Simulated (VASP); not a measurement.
A run of VASP 6.6.1:

The input POSCAR:

```
CaB2H2
1.0
    3.4767192709      0.0000000000      0.0000000000
   -1.7383596355      3.0109272105      0.0000000000
    0.0000000000      0.0000000000      3.9792940000
Ca B H
1 2 2
Direct
    0.0000000000      0.0000000000      0.0000000000
    0.3333333333      0.6666666667      0.4628360000
    0.6666666667      0.3333333333      0.5371640000
    0.3333333333      0.6666666667      0.1511690000
    0.6666666667      0.3333333333      0.8488310000
```

File INCAR.step1:

```
SYSTEM = CaB2H2
PREC = Accurate
ENCUT = 520
ISMEAR = 0
SIGMA = 0.05
LREAL = .False.
LASPH = .True.
NELM = 100
NBANDS = 17
GGA = PE
ALGO = Normal
EDIFF = 1E-4
LWAVE = .True.
LCHARG = .False.
```

File INCAR.step2:

```
SYSTEM = CaB2H2
PREC = Accurate
ENCUT = 520
EDIFF = 1E-7
ISMEAR = 0
SIGMA = 0.05
LREAL = .False.
LASPH = .True.
NELM = 100
ALGO = Normal
ISIF = 2
LWAVE = .False.
LCHARG = .False.
METAGGA = R2SCAN
LMIXTAU = .True.
IVDW = 13
VDW_S6 = 1.0
VDW_S8 = 0.6018749
VDW_A1 = 0.51559235
VDW_A2 = 5.77342911
NBANDS = 17
ISTART = 1
```

KPOINTS

```
Automatic mesh
0
Gamma
  9 9 7
  0 0 0
```

Potentials or basis: VASP PAW PBE potentials, release 64 (Ca_sv, B, H).

The run is started by

```console
$ cat potpaw_PBE.64/Ca_sv/POTCAR potpaw_PBE.64/B/POTCAR potpaw_PBE.64/H/POTCAR > POTCAR
$ cp INCAR.step1 INCAR
$ mpirun -np 1 vasp_std > vasp.out
$ cp INCAR.step2 INCAR
$ mpirun -np 1 vasp_std > vasp.out
```

Hardware: 1 thread of Intel(R) Xeon(R) 6975P-C (Granite Rapids), on a shared host.

**Question.** Estimate the wall time of this run.

**Answer.** Wall time 100 s on 1 thread of Intel(R) Xeon(R) 6975P-C (Granite Rapids), on a shared host, peak memory 0.2 GiB. Counts: k points 69.
